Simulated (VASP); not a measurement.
# Ti3Al4Ni (P4/mmm) in VASP: single point with PBE

Aim: the single point of Ti3Al4Ni with PBE.

Program: VASP 6.6.1. These are calculated values, not measurements. Logs are shortened: lines on timing, memory, paths and dates and some standing lists are left out, and cuts for length are marked.

**1. The cell of the first run**

The structure is tetragonal, space group P4/mmm (No. 123). Conventional cell: a = 2.848 Å, b = 2.848 Å, c = 15.004 Å, α = 90.00°, β = 90.00°, γ = 90.00°. Within 3.8 Å of Ti (site symmetry 4/mmm) lie 4 Ti at 2.85 Å and 8 Al at 2.86 Å. Within 3.7 Å of Ti (site symmetry 4mm) lie 8 Al at 2.82 to 2.86 Å and 4 Ti at 2.85 Å and 1 Ni at 3.45 Å. Al (site symmetry 4mm) has 4 Al at 2.85 Å and 8 Ti at 2.86 Å within 3.8 Å. Al (site symmetry 4mm) has 4 Ni at 2.50 Å and 4 Ti at 2.82 Å and 5 Al at 2.85 to 2.95 Å within 3.3 Å. Within 3.3 Å of Ni (site symmetry 4/mmm) lie 8 Al at 2.50 Å and 4 Ni at 2.85 Å.

**2. Single point, PBE, collinear spin, ferromagnetic start**

The input, INCAR:

```
PREC     = Accurate       # precision mode
ENCUT    = 550            # plane-wave cutoff, eV
EDIFF    = 1E-6           # SCF threshold, eV
ISMEAR   = 0              # smearing method
SIGMA    = 0.1            # smearing width, eV
LREAL    = F              # projectors in reciprocal space
LASPH    = T              # aspherical terms in the spheres
NELM     = 300            # most SCF steps
ALGO     = All            # electronic algorithm
ISIF     = 2              # what is computed and relaxed
LWAVE    = F              # write WAVECAR
LCHARG   = F              # write CHGCAR
ISPIN    = 2              # spin polarisation
MAGMOM   = 0 0 0 0 0 0 0 2 # initial moments
LORBIT   = 11             # projections on sites
LMAXMIX  = 4              # l up to which the mixer works
GGA      = PE             # functional
NBANDS   = 43             # bands
GGA_COMPAT= F            
ISEARCH  = 1            
KPAR     = 4
```

The input, KPOINTS:

```
regular mesh
0
Gamma
  6 6 2
```

The input, POSCAR:

```
Ti3Al4Ni
1.0
    2.8482490578      0.0000000000      0.0000000000
    0.0000000000      2.8482490578      0.0000000000
    0.0000000000      0.0000000000     15.0037310125
Ti Al Ni
3 4 1
Direct
    0.0000000000      0.0000000000      0.0000000000
    0.0000000000      0.0000000000      0.2700620932
    0.0000000000      0.0000000000      0.7299379068
    0.5000000000      0.5000000000      0.1348886169
    0.5000000000      0.5000000000      0.4018297037
    0.5000000000      0.5000000000      0.5981702963
    0.5000000000      0.5000000000      0.8651113831
    0.0000000000      0.0000000000      0.5000000000
```

Potentials or basis: VASP PAW PBE potentials, release 64 (Ti_sv, Al, Ni).

Run with:

```bash
$ cat potpaw_PBE.64/Ti_sv/POTCAR potpaw_PBE.64/Al/POTCAR potpaw_PBE.64/Ni/POTCAR > POTCAR
$ mpirun -np 4 vasp_std > vasp.out
```

OUTCAR:

```text
PREC = Accurate
   ENCUT = 550
   EDIFF = 1E-6
   ISMEAR = 0
   LREAL = F
   LASPH = T
   NELM = 300
   ISIF = 2
   ISPIN = 2
   LORBIT = 11
   GGA = PE

 ion  position               nearest neighbor table
   1  0.000  0.000  0.000-   4 2.86   7 2.86   4 2.86   7 2.86   4 2.86   7 2.86   4 2.86   7 2.86

   2  0.000  0.000  0.270-   5 2.82   5 2.82   5 2.82   5 2.82   4 2.86   4 2.86   4 2.86   4 2.86

   3  0.000  0.000  0.730-   6 2.82   6 2.82   6 2.82   6 2.82   7 2.86   7 2.86   7 2.86   7 2.86

   4  0.500  0.500  0.135-   1 2.86   1 2.86   1 2.86   1 2.86   2 2.86   2 2.86   2 2.86   2 2.86

   5  0.500  0.500  0.402-   8 2.50   8 2.50   8 2.50   8 2.50   2 2.82   2 2.82   2 2.82   2 2.82
                             6 2.95
   6  0.500  0.500  0.598-   8 2.50   8 2.50   8 2.50   8 2.50   3 2.82   3 2.82   3 2.82   3 2.82
                             5 2.95
   7  0.500  0.500  0.865-   1 2.86   1 2.86   1 2.86   1 2.86   3 2.86   3 2.86   3 2.86   3 2.86

   8  0.000  0.000  0.500-   5 2.50   6 2.50   5 2.50   6 2.50   5 2.50   6 2.50   5 2.50   6 2.50

  LATTYP: Found a simple tetragonal cell.
 ALAT       =     2.8482490578
 C/A-ratio  =     5.2677033181

  Lattice vectors:

 A1 = (   2.8482490578,   0.0000000000,   0.0000000000)
 A2 = (   0.0000000000,   2.8482490578,   0.0000000000)
 A3 = (   0.0000000000,   0.0000000000,  15.0037310125)

Analysis of symmetry for initial positions (statically):
=====================================================================
 Subroutine PRICEL returns:
 Original cell was already a primitive cell.

 Routine SETGRP: Setting up the symmetry group for a
 simple tetragonal supercell.

 Subroutine GETGRP returns: Found 16 space group operations
 (whereof 16 operations were pure point group operations)
 out of a pool of 16 trial point group operations.

The static configuration has the point symmetry D_4h.

Analysis of symmetry for dynamics (positions and initial velocities):
=====================================================================
 Subroutine PRICEL returns:
 Original cell was already a primitive cell.

 Routine SETGRP: Setting up the symmetry group for a
 simple tetragonal supercell.

 Subroutine GETGRP returns: Found 16 space group operations
 (whereof 16 operations were pure point group operations)
 out of a pool of 16 trial point group operations.

The dynamic configuration has the point symmetry D_4h.

Analysis of structural, dynamic, and magnetic symmetry:
=====================================================================
 Subroutine PRICEL returns:
 Original cell was already a primitive cell.

 Routine SETGRP: Setting up the symmetry group for a
 simple tetragonal supercell.

 Subroutine GETGRP returns: Found 16 space group operations
 (whereof 16 operations were pure point group operations)
 out of a pool of 16 trial point group operations.

The overall configuration has the point symmetry D_4h.

 Subroutine INISYM returns: Found 16 space group operations
 (whereof 16 operations are pure point group operations),
 and found     1 'primitive' translations

----------------------------------------------------------------------------------------

                                     Primitive cell

  volume of cell :     121.7181

  direct lattice vectors                    reciprocal lattice vectors
     2.848249058  0.000000000  0.000000000     0.351092892  0.000000000  0.000000000
     0.000000000  2.848249058  0.000000000     0.000000000  0.351092892  0.000000000
     0.000000000  0.000000000 15.003731012     0.000000000  0.000000000  0.066650089

  length of vectors
     2.848249058  2.848249058 15.003731012     0.351092892  0.351092892  0.066650089

  position of ions in fractional coordinates (direct lattice)
     0.000000000  0.000000000  0.000000000
     0.000000000  0.000000000  0.270062093
     0.000000000  0.000000000  0.729937907
     0.500000000  0.500000000  0.134888617
     0.500000000  0.500000000  0.401829704
     0.500000000  0.500000000  0.598170296
     0.500000000  0.500000000  0.865111383
     0.000000000  0.000000000  0.500000000
[... 63 lines left out ...]
   dimension x,y,z NGX =    24 NGY =   24 NGZ =  120
   dimension x,y,z NGXF=    48 NGYF=   48 NGZF=  240
   ions per type =               3   4   1
   NGX,Y,Z   is equivalent  to a cutoff of  14.01, 14.01, 13.30 a.u.
   NGXF,Y,Z  is equivalent  to a cutoff of  28.02, 28.02, 26.59 a.u.
 SYSTEM =  unknown system
   PREC   = accura    normal or accurate (medium, high low for compatibility)
   ISTART =      0    job   : 0-new  1-cont  2-samecut
   ICHARG =      2    charge: 1-file 2-atom 10-const
   ISPIN  =      2    spin polarized calculation?
   LNONCOLLINEAR =      F non collinear calculations
   LSORBIT =      F    spin-orbit coupling
   LASPH  =      T    aspherical Exc in radial PAW
   ENCUT  =  550.0 eV  40.42 Ry    6.36 a.u.   5.45  5.45 28.69*2*pi/ulx,y,z
   NELM   =    300;   NELMIN=  2; NELMDL= -5     # of ELM steps
   EDIFF  = 0.1E-05   stopping-criterion for ELM
   LREAL  =      F    real-space projection
   EDIFFG = 0.1E-04   stopping-criterion for IOM
   NSW    =      0    number of steps for IOM
   IBRION =     -1    ionic relax: 0-MD 1-quasi-New 2-CG
   NFREE  =      0    steps in history (QN), initial steepest desc. (CG)
   ISIF   =      2    stress and relaxation
   ISYM   =      2    0-nonsym 1-usesym 2-fastsym
   POTIM  = 0.5000    time-step for ionic-motion
   TEBEG  =    0.0;   TEEND  =   0.0 temperature during run
   PSTRESS=    0.0 pullay stress
   NELECT =      58.0000    total number of electrons
   NUPDOWN=      -1.0000    fix difference up-down
   EMIN   =  10.00;   EMAX   =-10.00  energy-range for DOS
   EFERMI =   0.00;   METHOD = LEGACY
   ISMEAR =     0;   SIGMA  =   0.10  broadening in eV -4-tet -1-fermi 0-gaus
   EFERMI_NEDOS =   21; number of points for ismear=-14 and -15
   IALGO  =     58    algorithm
   IMIX   =      4    mixing-type and parameters
     AMIX     =   0.40;   BMIX     =  1.00
     AMIX_MAG =   1.60;   BMIX_MAG =  1.00
  volume/ion in A,a.u.               =      15.21       102.67
  Fermi-wavevector in a.u.,A,eV,Ry     =   1.278691  2.416376 22.246231  1.635052
  Thomas-Fermi vector in A             =   2.411220
   LORBIT       =     11    0 simple, 1 ext, 2 COOP (PROOUT), +10 PAW based schemes
   GGA     = PE    functional components
   LHFCALC =     F    Hartree Fock is set to
   AEXX    =    0.0000 exact exchange contribution
   IVDW    =     0    specifies the selected vdW correction
   LEPSILON=     F    determine dielectric tensor
   LRPA    =     F    only Hartree local field effects (RPA)
 spin polarized calculation
 Gauss-broadening in eV      SIGMA  =   0.10
  energy-cutoff  :      550.00
  volume of cell :      121.72
 maximum number of plane-waves:      3617
 NGX is ok and might be reduce to    24
   NGX = 11   NGY = 11   NGZ = 57

 number of electron      57.9999991 magnetization       0.0014168

 number of electron      57.9999991 magnetization      -0.0024691

 Free energy of the ion-electron system (eV)
  ---------------------------------------------------
  ext. energy  EPLUGINS =         0.00000000
  ---------------------------------------------------
  free energy    TOTEN  =       -47.81020931 eV

  energy without entropy =      -47.78378131  energy(sigma->0) =      -47.79699531

 E-fermi :   8.6869     XC(G=0): -11.2201

 val. band max:        8.6852911071   @ k =   0.0000   0.0000   0.0000
 cond. band min:       8.6866883377   @ k =   0.0000   0.0000   0.0000
 fundamental gap:      0.0013972307
 Fermi energy:         8.6869037998

 spin component 1

 k-point     1 :       0.0000    0.0000    0.0000
  band No.  band energies     occupation
      1     -48.0525      1.00000
      2     -48.0332      1.00000
      3     -48.0332      1.00000
      4     -24.4748      1.00000
      5     -24.4616      1.00000
      6     -24.4587      1.00000
[... 869 lines left out ...]
     40      11.5263      0.00000
     41      11.7614      0.00000
 Fermi energy:         8.6869037998

 spin component 2

 k-point     1 :       0.0000    0.0000    0.0000
  band No.  band energies     occupation
      1     -48.0486      1.00000
      2     -48.0360      1.00000
      3     -48.0360      1.00000
      4     -24.4728      1.00000
      5     -24.4641      1.00000
      6     -24.4597      1.00000
[... 869 lines left out ...]
     40      11.5264      0.00000
     41      11.7612      0.00000
 [bands above 41 left out]

------------------------ aborting loop because EDIFF is reached ----------------------------------------

  FORCE on cell =-STRESS in cart. coord.  units (eV):
  Direction    XX          YY          ZZ          XY          YZ          ZX
  --------------------------------------------------------------------------------------
  -------------------------------------------------------------------------------------
  Total       -0.1125530     -0.1125530      0.0093668      0.0000000      0.0000000      0.0000000
  in kB       -1.4815366     -1.4815366      0.1232959      0.0000000      0.0000000      0.0000000
  external PRESSURE =      -0.9465924 kB  Pullay stress =       0.0000000 kB

 VOLUME and BASIS-vectors are now :
 -----------------------------------------------------------------------------
  energy-cutoff  :      550.00
  volume of cell :      121.72
      direct lattice vectors                 reciprocal lattice vectors
     2.848249058  0.000000000  0.000000000     0.351092892  0.000000000  0.000000000
     0.000000000  2.848249058  0.000000000     0.000000000  0.351092892  0.000000000
     0.000000000  0.000000000 15.003731012     0.000000000  0.000000000  0.066650089

 POSITION                                       TOTAL-FORCE (eV/Angst)
 -----------------------------------------------------------------------------------
      0.00000      0.00000      0.00000         0.000000     -0.000000      0.000000
      0.00000      0.00000      4.05194        -0.000000      0.000000     -0.000836
      0.00000      0.00000     10.95179         0.000000     -0.000000      0.000836
      1.42412      1.42412      2.02383         0.000000     -0.000000     -0.002523
      1.42412      1.42412      6.02894         0.000000      0.000000     -0.014304
      1.42412      1.42412      8.97479        -0.000000      0.000000      0.014304
      1.42412      1.42412     12.97990         0.000000     -0.000000      0.002523
      0.00000      0.00000      7.50187         0.000000     -0.000000      0.000000
 -----------------------------------------------------------------------------------
    total drift:                                0.000000      0.000000     -0.000000

  FREE ENERGIE OF THE ION-ELECTRON SYSTEM (eV)
  ---------------------------------------------------
  free  energy   TOTEN  =       -47.8102093065 eV

  energy  without entropy=      -47.7837842642  energy(sigma->0) =      -47.79699679

 total charge

# of ion       s       p       d       tot
------------------------------------------
    1        2.202   6.114   1.946  10.262
    2        2.203   6.116   1.952  10.272
    3        2.203   6.116   1.952  10.272
    4        0.411   0.409   0.000   0.821
    5        0.402   0.416   0.000   0.817
    6        0.402   0.416   0.000   0.817
    7        0.411   0.409   0.000   0.821
    8        0.473   0.510   8.470   9.454
--------------------------------------------------
tot          8.706  20.507  14.321  43.534

 magnetization (x)

# of ion       s       p       d       tot
------------------------------------------
    1        0.000   0.000   0.004   0.004
    2       -0.000  -0.000  -0.003  -0.003
    3       -0.000  -0.000  -0.003  -0.003
    4       -0.000  -0.000   0.000  -0.000
    5        0.000   0.000   0.000   0.000
    6        0.000   0.000   0.000   0.000
    7       -0.000  -0.000   0.000  -0.000
    8       -0.000   0.000  -0.000  -0.000
--------------------------------------------------
tot         -0.000  -0.000  -0.002  -0.002
```

It took 4.5 min on 4 MPI ranks of Intel Xeon Platinum 8559C (Emerald Rapids), shared host; peak memory 0.57 GiB.

What came out:

```
Free energy                                           : -47.8102 eV
Pressure                                              : -0.1 GPa
Largest force                                         : 0.014 eV/Å
Band gap on the k mesh                                : zero (filled and empty bands overlap)
Net moment                                            : 0.00 μB per cell
Valence electrons inside the program's atomic spheres : Ti 10.26, 10.27 (each value once); Al 0.82; Ni 9.45
```

Forces on the atoms (eV/Å):
```
Ti   0.000  0.000  0.000
Ti   0.000  0.000 -0.001
Ti   0.000  0.000  0.001
Al   0.000  0.000 -0.003
Al   0.000  0.000 -0.014
Al   0.000  0.000  0.014
Al   0.000  0.000  0.003
Ni   0.000  0.000  0.000
```

Stress tensor (GPa, compression positive):
```
-0.15  0.00  0.00
 0.00 -0.15  0.00
 0.00  0.00  0.01
```

Caveat: the k points lie up to 0.37 Å⁻¹ apart, too coarse for converged energies and pressures of a metal; the moments typed at the start vanished in this run.
